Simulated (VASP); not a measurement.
# TaN (P6/mmm) in VASP: relaxation of cell and atoms with PBEsol

Aim: the relaxation of cell and atoms of TaN with PBEsol.

Everything below comes from runs of VASP 6.6.1. Logs are shortened: lines on timing, memory, paths and dates and some standing lists are left out, and cuts for length are marked.

## 1. The cell of the first run

The structure is hexagonal, space group P6/mmm (No. 191). The conventional cell has a = 5.191 Å, b = 5.191 Å, c = 2.908 Å, α = 90.00°, β = 90.00°, γ = 120.00°. Ta (site symmetry 6/mmm) has 6 N at 2.60 Å and 14 Ta at 2.91 to 3.33 Å within 3.4 Å. Ta (site symmetry -6m2) has 6 N at 2.09 Å and 5 Ta at 2.91 to 3.00 Å within 3.0 Å. N (site symmetry mmm) has 6 Ta at 2.09 to 2.60 Å and 6 N at 2.60 to 2.91 Å within 3.0 Å.

## 2. Relaxation of cell and atoms, PBEsol

INCAR reads:

```
ALGO     = Normal         # electronic algorithm
EDIFF    = 1E-7           # SCF threshold, eV
EDIFFG   = -0.005         # ionic threshold
ENCUT    = 600            # plane-wave cutoff, eV
GGA      = PS             # functional
GGA_COMPAT= F            
IBRION   = 2              # ionic algorithm
ISIF     = 3              # what is computed and relaxed
ISMEAR   = 0              # smearing method
LASPH    = T              # aspherical terms in the spheres
LCHARG   = F              # write CHGCAR
LREAL    = F              # projectors in reciprocal space
LWAVE    = F              # write WAVECAR
NELM     = 120            # most SCF steps
NELMIN   = 4            
NSW      = 100            # ionic steps
PREC     = Accurate       # precision mode
SIGMA    = 0.1            # smearing width, eV
```

KPOINTS reads:

```
k-points
0
Gamma
  12 12 12
```

POSCAR reads:

```
TaN
1.0
    5.1910000000      0.0000000000      0.0000000000
   -2.5955000000      4.4955378710      0.0000000000
    0.0000000000      0.0000000000      2.9080000000
Ta N
3 3
Direct
    0.0000000000      0.0000000000      0.0000000000
    0.3333333333      0.6666666667      0.5000000000
    0.6666666667      0.3333333333      0.5000000000
    0.5000000000      0.0000000000      0.0000000000
    0.5000000000      0.5000000000      0.0000000000
    0.0000000000      0.5000000000      0.0000000000
```

Potentials or basis: VASP PAW PBE potentials, release 64 (Ta_pv, N).

The run is started by

```
$ cat potpaw_PBE.64/Ta_pv/POTCAR potpaw_PBE.64/N/POTCAR > POTCAR
$ mpirun -np 1 vasp_std > vasp.out
```

OUTCAR:

```text
EDIFF = 1E-7
   EDIFFG = -0.005
   ENCUT = 600
   GGA = PS
   IBRION = 2
   ISIF = 3
   ISMEAR = 0
   LASPH = T
   LREAL = F
   NELM = 120
   NELMIN = 4
   NSW = 100
   PREC = Accurate

 ion  position               nearest neighbor table
   1  0.000  0.000  0.000-   5 2.60   6 2.60   6 2.60   5 2.60   4 2.60   4 2.60   3 3.33   3 3.33
                             2 3.33   2 3.33   2 3.33   3 3.33   2 3.33   3 3.33   2 3.33   3 3.33
   2  0.333  0.667  0.500-   4 2.09   4 2.09   6 2.09   6 2.09   5 2.09   5 2.09   3 3.00   3 3.00
                             3 3.00   1 3.33   1 3.33   1 3.33   1 3.33   1 3.33   1 3.33
   3  0.667  0.333  0.500-   4 2.09   4 2.09   6 2.09   6 2.09   5 2.09   5 2.09   2 3.00   2 3.00
                             2 3.00   1 3.33   1 3.33   1 3.33   1 3.33   1 3.33   1 3.33
   4  0.500  0.000  0.000-   2 2.09   3 2.09   2 2.09   3 2.09   1 2.60   1 2.60
   5  0.500  0.500  0.000-   2 2.09   3 2.09   2 2.09   3 2.09   1 2.60   1 2.60
   6  0.000  0.500  0.000-   2 2.09   3 2.09   2 2.09   3 2.09   1 2.60   1 2.60

  LATTYP: Found a hexagonal cell.
 ALAT       =     5.1910000000
 C/A-ratio  =     0.5602003468

  Lattice vectors:

 A1 = (   5.1910000000,   0.0000000000,   0.0000000000)
 A2 = (  -2.5955000000,   4.4955378710,   0.0000000000)
 A3 = (   0.0000000000,   0.0000000000,   2.9080000000)

Analysis of symmetry for initial positions (statically):
=====================================================================
 Subroutine PRICEL returns:
 Original cell was already a primitive cell.

 Routine SETGRP: Setting up the symmetry group for a
 hexagonal supercell.

 Subroutine GETGRP returns: Found 24 space group operations
 (whereof 24 operations were pure point group operations)
 out of a pool of 24 trial point group operations.

The static configuration has the point symmetry D_6h.

Analysis of symmetry for dynamics (positions and initial velocities):
=====================================================================
 Subroutine PRICEL returns:
 Original cell was already a primitive cell.

 Routine SETGRP: Setting up the symmetry group for a
 hexagonal supercell.

 Subroutine GETGRP returns: Found 24 space group operations
 (whereof 24 operations were pure point group operations)
 out of a pool of 24 trial point group operations.

The dynamic configuration has the point symmetry D_6h.

 Subroutine INISYM returns: Found 24 space group operations
 (whereof 24 operations are pure point group operations),
 and found     1 'primitive' translations

----------------------------------------------------------------------------------------

                                     Primitive cell

  volume of cell :      67.8621

  direct lattice vectors                    reciprocal lattice vectors
     5.191000000  0.000000000  0.000000000     0.192641110  0.111221396  0.000000000
    -2.595500000  4.495537871  0.000000000     0.000000000  0.222442793  0.000000000
     0.000000000  0.000000000  2.908000000     0.000000000  0.000000000  0.343878955

  length of vectors
     5.191000000  5.191000000  2.908000000     0.222442793  0.222442793  0.343878955

  position of ions in fractional coordinates (direct lattice)
     0.000000000  0.000000000  0.000000000
     0.333333333  0.666666667  0.500000000
     0.666666667  0.333333333  0.500000000
     0.500000000  0.000000000  0.000000000
     0.500000000  0.500000000  0.000000000
     1.000000000  0.500000000  0.000000000

  ion indices of the primitive-cell ions
   primitive index   ion index
                 1           1
                 2           2
                 3           3
                 4           4
                 5           5
                 6           6

----------------------------------------------------------------------------------------

 KPOINTS: k-points

Automatic generation of k-mesh.
 Grid dimensions read from file:
 generate k-points for:   12   12   12

 Generating k-lattice:

  Cartesian coordinates                     Fractional coordinates (reciprocal lattice)
     0.016053426  0.009268450  0.000000000     0.083333333 -0.000000000  0.000000000
     0.000000000  0.018536899  0.000000000     0.000000000  0.083333333  0.000000000
     0.000000000  0.000000000  0.028656580     0.000000000  0.000000000  0.083333333

  Length of vectors
     0.018536899  0.018536899  0.028656580

  Shift w.r.t. Gamma in fractional coordinates (k-lattice)
     0.000000000  0.000000000  0.000000000

 Subroutine IBZKPT returns following result:
 ===========================================

 Found    133 irreducible k-points:

 Following reciprocal coordinates:
            Coordinates               Weight
  0.000000  0.000000  0.000000      1.000000
  0.083333  0.000000  0.000000      6.000000
  0.166667  0.000000  0.000000      6.000000
  0.250000 -0.000000  0.000000      6.000000
  0.333333  0.000000  0.000000      6.000000
  0.416667  0.000000  0.000000      6.000000
[... 16 lines left out ...]
  0.250000 -0.000000  0.083333     12.000000
  0.333333  0.000000  0.083333     12.000000
 [... further k-points ...]
   k-points           NKPTS =    133   k-points in BZ     NKDIM =    133   number of bands    NBANDS=     28
   number of dos      NEDOS =    301   number of ions     NIONS =      6
   total plane-waves  NPLWV =  42336
   dimension x,y,z NGX =    42 NGY =   42 NGZ =   24
   dimension x,y,z NGXF=    84 NGYF=   84 NGZF=   48
   ions per type =               3   3
   NGX,Y,Z   is equivalent  to a cutoff of  13.45, 13.45, 13.72 a.u.
   NGXF,Y,Z  is equivalent  to a cutoff of  26.90, 26.90, 27.44 a.u.
 SYSTEM =  unknown system
   PREC   = accura    normal or accurate (medium, high low for compatibility)
   ISTART =      0    job   : 0-new  1-cont  2-samecut
   ICHARG =      2    charge: 1-file 2-atom 10-const
   ISPIN  =      1    spin polarized calculation?
   LNONCOLLINEAR =      F non collinear calculations
   LSORBIT =      F    spin-orbit coupling
   LASPH  =      T    aspherical Exc in radial PAW
   ENCUT  =  600.0 eV  44.10 Ry    6.64 a.u.  10.37 10.37  5.81*2*pi/ulx,y,z
   NELM   =    120;   NELMIN=  4; NELMDL= -5     # of ELM steps
   EDIFF  = 0.1E-06   stopping-criterion for ELM
   LREAL  =      F    real-space projection
   EDIFFG = -.5E-02   stopping-criterion for IOM
   NSW    =    100    number of steps for IOM
   IBRION =      2    ionic relax: 0-MD 1-quasi-New 2-CG
   NFREE  =      1    steps in history (QN), initial steepest desc. (CG)
   ISIF   =      3    stress and relaxation
   ISYM   =      2    0-nonsym 1-usesym 2-fastsym
   POTIM  = 0.5000    time-step for ionic-motion
   TEBEG  =    0.0;   TEEND  =   0.0 temperature during run
   PSTRESS=    0.0 pullay stress
   NELECT =      48.0000    total number of electrons
   NUPDOWN=      -1.0000    fix difference up-down
   EMIN   =  10.00;   EMAX   =-10.00  energy-range for DOS
   EFERMI =   0.00;   METHOD = LEGACY
   ISMEAR =     0;   SIGMA  =   0.10  broadening in eV -4-tet -1-fermi 0-gaus
   EFERMI_NEDOS =   21; number of points for ismear=-14 and -15
   IALGO  =     38    algorithm
   IMIX   =      4    mixing-type and parameters
     AMIX     =   0.40;   BMIX     =  1.00
     AMIX_MAG =   1.60;   BMIX_MAG =  1.00
  volume/ion in A,a.u.               =      11.31        76.33
  Fermi-wavevector in a.u.,A,eV,Ry     =   1.458634  2.756418 28.947918  2.127612
  Thomas-Fermi vector in A             =   2.575295
   LORBIT       =      0    0 simple, 1 ext, 2 COOP (PROOUT), +10 PAW based schemes
   GGA     = PS    functional components
   LHFCALC =     F    Hartree Fock is set to
   AEXX    =    0.0000 exact exchange contribution
   IVDW    =     0    specifies the selected vdW correction
   LEPSILON=     F    determine dielectric tensor
   LRPA    =     F    only Hartree local field effects (RPA)
 conjugate gradient relaxation of ions
 non-spin polarized calculation
 Gauss-broadening in eV      SIGMA  =   0.10
  energy-cutoff  :      600.00
  volume of cell :       67.86
 maximum number of plane-waves:      2302
 NGX is ok and might be reduce to    42
   NGX = 21   NGY = 21   NGZ = 11

--------------------------------------- Ionic step        1  -------------------------------------------

 number of electron      48.0000002 magnetization

 Free energy of the ion-electron system (eV)
  ---------------------------------------------------
  ext. energy  EPLUGINS =         0.00000000
  ---------------------------------------------------
  free energy    TOTEN  =       -68.71134974 eV

  energy without entropy =      -68.70803830  energy(sigma->0) =      -68.70969402

------------------------ aborting loop because EDIFF is reached ----------------------------------------

  FORCE on cell =-STRESS in cart. coord.  units (eV):
  Direction    XX          YY          ZZ          XY          YZ          ZX
  --------------------------------------------------------------------------------------
  -------------------------------------------------------------------------------------
  Total        0.9002624      0.9002624      0.4393362      0.0000000     -0.0000000      0.0000000
  in kB       21.2545840     21.2545840     10.3724303      0.0000000     -0.0000000      0.0000000
  external PRESSURE =      17.6271994 kB  Pullay stress =       0.0000000 kB
[... 145 lines left out ...]
  energy  without entropy=      -68.7110646477  energy(sigma->0) =      -68.71267106

--------------------------------------- Ionic step        5  -------------------------------------------

 number of electron      48.0000000 magnetization

 Free energy of the ion-electron system (eV)
  ---------------------------------------------------
  ext. energy  EPLUGINS =         0.00000000
  ---------------------------------------------------
  free energy    TOTEN  =       -68.71438260 eV

  energy without entropy =      -68.71114587  energy(sigma->0) =      -68.71276424

 E-fermi :   8.0027     XC(G=0): -13.1582

 val. band max:        7.9827937635   @ k =   0.2500  -0.0000   0.4167
 cond. band min:       8.0216254171   @ k =   0.1667   0.0000   0.0000
 fundamental gap:      0.0388316536
 Fermi energy:         8.0027135568

 k-point     1 :       0.0000    0.0000    0.0000
  band No.  band energies     occupation
      1     -28.1663      2.00000
      2     -28.1663      2.00000
      3     -27.7863      2.00000
      4     -27.7863      2.00000
      5     -27.5588      2.00000
      6     -27.4610      2.00000
[... 733 lines left out ...]
     27       9.7688      0.00000
     28       9.8899      0.00000

 [... further k-points ...]

------------------------ aborting loop because EDIFF is reached ----------------------------------------

  FORCE on cell =-STRESS in cart. coord.  units (eV):
  Direction    XX          YY          ZZ          XY          YZ          ZX
  --------------------------------------------------------------------------------------
  -------------------------------------------------------------------------------------
  Total       -0.0001704     -0.0001704     -0.0047595      0.0000000     -0.0000000     -0.0000000
  in kB       -0.0039977     -0.0039977     -0.1116438      0.0000000     -0.0000000     -0.0000000
  external PRESSURE =      -0.0398798 kB  Pullay stress =       0.0000000 kB
[... 21 lines left out ...]
  FREE ENERGIE OF THE ION-ELECTRON SYSTEM (eV)
  ---------------------------------------------------
  free  energy   TOTEN  =       -68.7143825958 eV

  energy  without entropy=      -68.7111458748  energy(sigma->0) =      -68.71276424

 reached required accuracy - stopping structural energy minimisation
```

Run time: 9.2 min. Hardware: 1 thread of Intel Xeon 6975P-C (Granite Rapids), shared host; peak memory 0.4 GiB.

What came out:

```
Free energy                           : -68.7144 eV
Relaxed volume                        : 11.38 Å³/atom
Relaxed cell                          : a = 5.209 Å, b = 5.209 Å, c = 2.906 Å, α = 90.00°, β = 90.00°, γ = 120.00°
Space group after relaxing (to 0.1 Å) : P6/mmm (No. 191)
Energy gained by relaxing             : 0.5 meV/atom
Ionic steps                           : 5
Pressure after relaxing               : 0.0 GPa
Band gap on the k mesh                : zero (bands 24 and 25 overlap by 2.18 eV)
```

Step by step:
```
step  energy change (eV)  largest force (eV/Å)  pressure (GPa)  volume (Å³)
   1              0.0000                0.0000            1.76        67.86
   2              0.0062                0.0000           -3.66        69.09
   3             -0.0025                0.0000           -0.18        68.29
   4             -0.0029                0.0000            0.08        68.31
   5             -0.0030                0.0000            0.00        68.30
```

Final structure:
```xyz
6
Lattice="5.2095 0.0000 0.0000 -2.6047 4.5115 0.0000 0.0000 0.0000 2.9062" Properties=species:S:1:pos:R:3 pbc="T T T"
Ta    0.0000    0.0000    0.0000
Ta    0.0000    3.0077    1.4531
Ta    2.6047    1.5038    1.4531
N     0.0000    4.5115    0.0000
N     1.3024    2.2558    0.0000
N    -1.3024    2.2558    0.0000
```

Levels at points of the mesh, in eV from the Fermi level:
| k point | band 21 | band 22 | band 23 | band 24 | band 25 | band 26 | band 27 | band 28 |
| --- | --- | --- | --- | --- | --- | --- | --- | --- |
| (0.00, 0.00, 0.00) | -3.05 | -2.53 | -2.14 | -1.31 | -1.31 | 0.80 | 0.80 | 1.11 |
| (0.50, 0.00, 0.00) | -3.44 | -2.95 | -1.74 | -0.76 | 1.26 | 1.78 | 1.81 | 2.26 |
| (0.00, 0.00, 0.50) | -3.14 | -3.14 | -1.94 | 0.82 | 0.82 | 1.50 | 1.66 | 2.45 |
| (0.50, 0.00, 0.50) | -3.41 | -3.13 | -2.17 | -1.26 | 1.00 | 1.30 | 3.05 | 3.35 |

Caveat: the PAW data sets were made with another functional, which shifts forces and pressure a little; spin-orbit coupling is left out, which moves the levels of the heavy elements. Zero-point motion and thermal expansion aren't in these numbers.

The gap in the log of VASP goes by the Fermi energy; the results here count the filled bands.